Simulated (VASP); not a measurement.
A run of VASP 6.6.1 is set up as follows.

File INCAR:

```
ALGO = Normal
EDIFF = 1E-6
ENCUT = 520
GGA = PS
ISIF = 2
ISMEAR = -1
LASPH = T
LCHARG = F
LREAL = F
LWAVE = F
NBANDS = 22
NELM = 100
PREC = Accurate
SIGMA = 0.1
```

KPOINTS

```
k-points
0
Gamma
  10 10 5
```

File POSCAR:

```
Rh
1.0
    2.7309800000      0.0000000000      0.0000000000
   -1.3654900000      2.3651000000      0.0000000000
    0.0000000000      0.0000000000      4.4284900000
Rh
2
Direct
    0.6666666667      0.3333333333      0.7500000000
    0.3333333333      0.6666666667      0.2387094698
```

Potentials or basis: VASP PAW PBE potentials, release 64 (Rh_pv).

Command:

```bash
$ cat potpaw_PBE.64/Rh_pv/POTCAR > POTCAR
$ mpirun -np 1 vasp_std > vasp.out
```

Problem. What does it give for the band gap on the k mesh?

Solution. Zero (band 15 reaches 11.72 eV, above the bottom of band 16 at 9.63 eV).

Problem. Estimate the largest force.

Solution. 0.404 eV/Å.

Forces in eV/Å, atoms in the order of the input:
```
Rh   0.000  0.000 -0.404
Rh   0.000  0.000  0.404
```

Caveat: the PAW data sets were made with another functional, which shifts forces and pressure a little.
